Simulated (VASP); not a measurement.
# Mn (Pm-3n) in VASP: a series of runs

Mn is run at these levels: LDA; tasks: single point, relaxation of cell and atoms.

All numbers are computed with VASP 6.6.1; they aren't measurements. Logs are shortened: lines on timing, memory, paths and dates and some standing lists are left out, and cuts for length are marked.

## 1. The cell of the first run

The structure is cubic, space group Pm-3n (No. 223). Conventional cell: a = 4.326 Å, b = 4.326 Å, c = 4.326 Å, α = 90.00°, β = 90.00°, γ = 90.00°. Within 3.2 Å of Mn (site symmetry m-3) lie 12 Mn at 2.42 Å. Within 2.9 Å of Mn (site symmetry -4m2) lie 14 Mn at 2.16 to 2.65 Å.

## 2. Single point, LDA, collinear spin, ferromagnetic start

The input, INCAR:

```
PREC = Accurate
ENCUT = 520
EDIFF = 1E-6
ISMEAR = -1
SIGMA = 0.05
LREAL = F
LASPH = T
NELM = 150
ALGO = Normal
ISIF = 2
LWAVE = F
LCHARG = F
ISPIN = 2
MAGMOM = 3 3 3 3 3 3 3 3
LORBIT = 11
LMAXMIX = 4
NBANDS = 66
```

The input, KPOINTS:

```
regular mesh
0
Gamma
  6 6 6
```

The input, POSCAR:

```
Mn
1.0
    4.3255871841      0.0000000000      0.0000000000
    0.0000000000      4.3255871841      0.0000000000
    0.0000000000      0.0000000000      4.3255871841
Mn
8
Direct
    0.0000000000      0.0000000000      1.0000000000
    0.5000000000      0.5000000000      0.5000000000
    0.2500000000      0.0000000000      0.5000000000
    0.7500000000      0.0000000000      0.5000000000
    0.5000000000      0.2500000000      1.0000000000
    0.5000000000      0.7500000000      0.0000000000
    1.0000000000      0.5000000000      0.2500000000
    1.0000000000      0.5000000000      0.7500000000
```

Potentials or basis: VASP PAW LDA potentials, release 64 (Mn_pv).

Run with:

```console
$ cat potpaw_LDA.64/Mn_pv/POTCAR > POTCAR
$ mpirun -np 1 vasp_std > vasp.out
```

OUTCAR:

```text
PREC = Accurate
   ENCUT = 520
   EDIFF = 1E-6
   ISMEAR = -1
   LREAL = F
   LASPH = T
   NELM = 150
   ISIF = 2
   ISPIN = 2
   LORBIT = 11

 ion  position               nearest neighbor table
   1  0.000  0.000  0.000-   3 2.42   4 2.42   5 2.42   6 2.42   7 2.42   8 2.42   3 2.42   4 2.42
                             7 2.42   8 2.42   5 2.42   6 2.42
   2  0.500  0.500  0.500-   3 2.42   4 2.42   5 2.42   6 2.42   7 2.42   8 2.42   5 2.42   6 2.42
                             3 2.42   4 2.42   7 2.42   8 2.42
   3  0.250  0.000  0.500-   4 2.16   4 2.16   1 2.42   1 2.42   2 2.42   2 2.42   8 2.65   5 2.65
                             5 2.65   6 2.65   6 2.65   7 2.65   8 2.65   7 2.65
   4  0.750  0.000  0.500-   3 2.16   3 2.16   1 2.42   1 2.42   2 2.42   2 2.42   8 2.65   5 2.65
                             5 2.65   6 2.65   6 2.65   7 2.65   8 2.65   7 2.65
   5  0.500  0.250  0.000-   6 2.16   6 2.16   1 2.42   2 2.42   2 2.42   1 2.42   8 2.65   4 2.65
                             3 2.65   4 2.65   3 2.65   7 2.65   7 2.65   8 2.65
   6  0.500  0.750  0.000-   5 2.16   5 2.16   1 2.42   2 2.42   2 2.42   1 2.42   8 2.65   4 2.65
                             3 2.65   4 2.65   3 2.65   7 2.65   7 2.65   8 2.65
   7  0.000  0.500  0.250-   8 2.16   8 2.16   1 2.42   2 2.42   1 2.42   2 2.42   3 2.65   4 2.65
                             5 2.65   3 2.65   4 2.65   6 2.65   5 2.65   6 2.65
   8  0.000  0.500  0.750-   7 2.16   7 2.16   1 2.42   2 2.42   1 2.42   2 2.42   3 2.65   4 2.65
                             5 2.65   3 2.65   4 2.65   6 2.65   5 2.65   6 2.65

  LATTYP: Found a simple cubic cell.
 ALAT       =     4.3255871841

  Lattice vectors:

 A1 = (   4.3255871841,   0.0000000000,   0.0000000000)
 A2 = (   0.0000000000,   4.3255871841,   0.0000000000)
 A3 = (   0.0000000000,   0.0000000000,   4.3255871841)

Analysis of symmetry for initial positions (statically):
=====================================================================
 Subroutine PRICEL returns:
 Original cell was already a primitive cell.

 Routine SETGRP: Setting up the symmetry group for a
 simple cubic supercell.

 Subroutine GETGRP returns: Found 48 space group operations
 (whereof 24 operations were pure point group operations)
 out of a pool of 48 trial point group operations.

The static configuration has the point symmetry T_h .
 The point group associated with its full space group is O_h .

Analysis of symmetry for dynamics (positions and initial velocities):
=====================================================================
 Subroutine PRICEL returns:
 Original cell was already a primitive cell.

 Routine SETGRP: Setting up the symmetry group for a
 simple cubic supercell.

[... 172 lines left out ...]
  free energy    TOTEN  =       -81.23610176 eV

  energy without entropy =      -81.13589503  energy(sigma->0) =      -81.18599839

 E-fermi :  11.3808     XC(G=0): -14.7347

 val. band max:       11.3725844542   @ k =   0.1667   0.1667   0.0000
 cond. band min:      11.3937932748   @ k =   0.5000   0.1667   0.0000
 fundamental gap:      0.0212088206
 Fermi energy:        11.3807781031

 spin component 1

 k-point     1 :       0.0000    0.0000    0.0000
  band No.  band energies     occupation
      1     -37.2312      1.00000
      2     -37.2312      1.00000
      3     -37.1131      1.00000
      4     -36.8358      1.00000
      5     -36.8358      1.00000
      6     -36.8358      1.00000
[... 1329 lines left out ...]
     63      12.6736      0.00000
     64      12.6736      0.00000
 Fermi energy:        11.3807781031

 spin component 2

 k-point     1 :       0.0000    0.0000    0.0000
  band No.  band energies     occupation
      1     -37.2314      1.00000
      2     -37.2314      1.00000
      3     -37.1133      1.00000
      4     -36.8360      1.00000
      5     -36.8360      1.00000
      6     -36.8360      1.00000
[... 1329 lines left out ...]
     63      12.6734      0.00000
     64      12.6734      0.00000
 [bands above 64 left out]

------------------------ aborting loop because EDIFF is reached ----------------------------------------

  FORCE on cell =-STRESS in cart. coord.  units (eV):
  Direction    XX          YY          ZZ          XY          YZ          ZX
  --------------------------------------------------------------------------------------
  -------------------------------------------------------------------------------------
  Total        0.2763860      0.2763860      0.2763860      0.0000000      0.0000000     -0.0000000
  in kB        5.4713118      5.4713118      5.4713118      0.0000000      0.0000000     -0.0000000
  external PRESSURE =       5.4713118 kB  Pullay stress =       0.0000000 kB

 VOLUME and BASIS-vectors are now :
 -----------------------------------------------------------------------------
  energy-cutoff  :      520.00
  volume of cell :       80.93
      direct lattice vectors                 reciprocal lattice vectors
     4.325587184  0.000000000  0.000000000     0.231182486  0.000000000  0.000000000
     0.000000000  4.325587184  0.000000000     0.000000000  0.231182486  0.000000000
     0.000000000  0.000000000  4.325587184     0.000000000  0.000000000  0.231182486

 POSITION                                       TOTAL-FORCE (eV/Angst)
 -----------------------------------------------------------------------------------
      0.00000      0.00000      0.00000         0.000000      0.000000      0.000000
      2.16279      2.16279      2.16279         0.000000      0.000000      0.000000
      1.08140      0.00000      2.16279         0.000000     -0.000000     -0.000000
      3.24419      0.00000      2.16279        -0.000000      0.000000     -0.000000
      2.16279      1.08140      0.00000        -0.000000      0.000000      0.000000
      2.16279      3.24419      0.00000         0.000000     -0.000000     -0.000000
      0.00000      2.16279      1.08140         0.000000     -0.000000      0.000000
      0.00000      2.16279      3.24419        -0.000000     -0.000000     -0.000000
 -----------------------------------------------------------------------------------
    total drift:                                0.000000     -0.000000      0.000000

  FREE ENERGIE OF THE ION-ELECTRON SYSTEM (eV)
  ---------------------------------------------------
  free  energy   TOTEN  =       -81.2361017567 eV

  energy  without entropy=      -81.1358950327  energy(sigma->0) =      -81.18599839

 total charge

# of ion       s       p       d       tot
------------------------------------------
    1        0.457   6.464   5.243  12.164
    2        0.457   6.464   5.243  12.164
    3        0.444   6.444   5.247  12.135
    4        0.444   6.444   5.247  12.135
    5        0.444   6.444   5.247  12.135
    6        0.444   6.444   5.247  12.135
    7        0.444   6.444   5.247  12.135
    8        0.444   6.444   5.247  12.135
--------------------------------------------------
tot          3.578  51.589  41.971  97.138

 magnetization (x)

# of ion       s       p       d       tot
------------------------------------------
    1       -0.000  -0.000  -0.000  -0.000
    2       -0.000  -0.000  -0.000  -0.000
    3        0.000   0.000  -0.000  -0.000
    4        0.000   0.000  -0.000  -0.000
    5        0.000   0.000  -0.000  -0.000
    6        0.000   0.000  -0.000  -0.000
    7        0.000   0.000  -0.000  -0.000
    8        0.000   0.000  -0.000  -0.000
--------------------------------------------------
tot          0.000   0.000  -0.001  -0.001
```

stdout:

```text
POSCAR found type information on POSCAR Mn
 POSCAR found :  1 types and       8 ions
 scaLAPACK will be used
 LDA part: xc-table for (Slater(with rela. corr.)+CA(PZ))
 , standard interpolation
 POSCAR, INCAR and KPOINTS ok, starting setup
 FFT: planning ... GRIDC
 FFT: planning ... GRID_SOFT
 FFT: planning ... GRID
 WAVECAR not read
 entering main loop
```

It took 1.8 min on 1 thread of Intel Xeon Platinum 8488C (Sapphire Rapids), shared host; peak memory 0.25 GiB.

Results:

```yaml
Free_energy: -81.2361 eV
Pressure: 0.5 GPa
Band_gap_on_the_k_mesh: zero (filled and empty bands overlap)
Net_moment: 0.00 μB per cell
Valence_electrons_inside_the_program's_atomic_spheres: Mn 12.16, 12.13
```

Levels at points of the mesh, in eV from the Fermi level:
Spin up:
```tsv
k point	band 50	band 51	band 52	band 53	band 54	band 55
(0.00, 0.00, 0.00)	0.03	0.03	0.03	0.13	0.13	0.13
(0.50, 0.00, 0.00)	-0.45	-0.40	-0.40	-0.17	-0.17	0.33
(0.50, 0.50, 0.00)	-0.70	-0.53	-0.06	0.27	0.41	0.44
(0.50, 0.50, 0.50)	-0.06	-0.06	-0.06	-0.06	-0.06	1.03
```
Spin down:
```
           k point  band 50  band 51  band 52  band 53  band 54  band 55
(0.00, 0.00, 0.00)     0.03     0.03     0.03     0.13     0.13     0.13
(0.50, 0.00, 0.00)    -0.45    -0.40    -0.40    -0.17    -0.17     0.33
(0.50, 0.50, 0.00)    -0.70    -0.53    -0.06     0.27     0.41     0.44
(0.50, 0.50, 0.50)    -0.06    -0.06    -0.06    -0.06    -0.06     1.03
```

Caveat: the starting moments collapsed, and a magnetic state may lie lower.

## 3. Relaxation of cell and atoms, LDA, collinear spin, ferromagnetic start

This run uses another cell than the first one, of 11.75 Å³/atom, 1.161 times its volume.

The input, INCAR:

```
PREC = Accurate
ENCUT = 600
EDIFF = 1E-6
ISMEAR = -1
SIGMA = 0.05
LREAL = F
LASPH = T
NELM = 150
ALGO = Normal
ISIF = 3
LWAVE = F
LCHARG = F
ISPIN = 2
MAGMOM = 3 3 3 3 3 3 3 3
LORBIT = 11
LMAXMIX = 4
GGA = CA
IBRION = 2
NSW = 80
EDIFFG = -0.01
LUSENCCL = F
```

KPOINTS is that of step 2.

The input, POSCAR:

```
Mn
1.0
    4.5467736727      0.0000000000      0.0000000000
    0.0000000000      4.5467736727      0.0000000000
    0.0000000000      0.0000000000      4.5467736727
Mn
8
Direct
    0.0000000000      0.0000000000      0.0000000000
    0.5000000000      0.5000000000      0.5000000000
    0.2500000000      0.0000000000      0.5000000000
    0.7500000000      0.0000000000      0.5000000000
    0.5000000000      0.2500000000      0.0000000000
    0.5000000000      0.7500000000      0.0000000000
    0.0000000000      0.5000000000      0.2500000000
    0.0000000000      0.5000000000      0.7500000000
```

Potentials or basis: VASP PAW LDA potentials, release 64 (Mn_pv).

Run with:

```console
$ cat potpaw_LDA.64/Mn_pv/POTCAR > POTCAR
$ mpirun -np 1 vasp_std > vasp.out
```

Run time: 18 min. Hardware: 1 × NVIDIA H100 80GB with 1 thread of AMD EPYC 7R13 (Zen 3), shared host; peak memory 1.5 GiB.

It converged, with:

```yaml
Free_energy: -81.2509 eV
Relaxed_volume: 10.13 Å³/atom
Relaxed_cell: a = 4.328 Å, b = 4.328 Å, c = 4.328 Å, α = 90.00°, β = 90.00°, γ = 90.00°
Space_group_after_relaxing_to_0.05_Å: Pm-3n (No. 223)
Energy_gained_by_relaxing: 203.9 meV/atom
Ionic_steps: 5
Pressure_after_relaxing: 0.0 GPa
Band_gap_on_the_k_mesh: zero (filled and empty bands overlap)
Net_moment: 0.00 μB per cell
Valence_electrons_inside_the_program's_atomic_spheres: Mn 12.16, 12.13
```

The path:
```tsv
step	energy change (eV)	largest force (eV/Å)	pressure (GPa)	volume (Å³)
1	0.0000	0.0000	-35.21	94.00
2	4.9108	0.0000	146.32	63.06
3	-1.6202	0.0000	-3.70	81.98
4	-1.6299	0.0000	-1.11	81.32
5	-1.6308	0.0000	0.00	81.05
```

Final structure:
```yaml
crystal:
  lattice:
    - [4.32766, 0.00000, 0.00000]
    - [0.00000, 4.32766, 0.00000]
    - [0.00000, 0.00000, 4.32766]
  atoms:
    - { symbol: Mn, position: [0.00000, 0.00000, 0.00000] }
    - { symbol: Mn, position: [0.50000, 0.50000, 0.50000] }
    - { symbol: Mn, position: [0.25000, 0.00000, 0.50000] }
    - { symbol: Mn, position: [0.75000, 0.00000, 0.50000] }
    - { symbol: Mn, position: [0.50000, 0.25000, 0.00000] }
    - { symbol: Mn, position: [0.50000, 0.75000, 0.00000] }
    - { symbol: Mn, position: [0.00000, 0.50000, 0.25000] }
    - { symbol: Mn, position: [0.00000, 0.50000, 0.75000] }
```

Levels at points of the mesh, in eV from the Fermi level:
Spin up:
| k point | band 49 | band 50 | band 51 | band 52 | band 53 | band 54 | band 55 | band 56 |
| --- | --- | --- | --- | --- | --- | --- | --- | --- |
| (0.00, 0.00, 0.00) | -1.10 | 0.03 | 0.03 | 0.03 | 0.13 | 0.13 | 0.13 | 0.41 |
| (0.50, 0.00, 0.00) | -0.45 | -0.45 | -0.40 | -0.40 | -0.17 | -0.17 | 0.32 | 0.32 |
| (0.50, 0.50, 0.00) | -0.71 | -0.70 | -0.53 | -0.06 | 0.27 | 0.41 | 0.44 | 0.55 |
| (0.50, 0.50, 0.50) | -0.06 | -0.06 | -0.06 | -0.06 | -0.06 | -0.06 | 1.03 | 1.03 |
Spin down:
```csv
k point,band 50,band 51,band 52,band 53,band 54,band 55
"(0.00, 0.00, 0.00)",0.03,0.03,0.03,0.13,0.13,0.13
"(0.50, 0.00, 0.00)",-0.45,-0.40,-0.40,-0.17,-0.17,0.32
"(0.50, 0.50, 0.00)",-0.70,-0.53,-0.06,0.27,0.41,0.44
"(0.50, 0.50, 0.50)",-0.06,-0.06,-0.06,-0.06,-0.06,1.03
```

Caveat: the starting moments collapsed, and a magnetic state may lie lower.
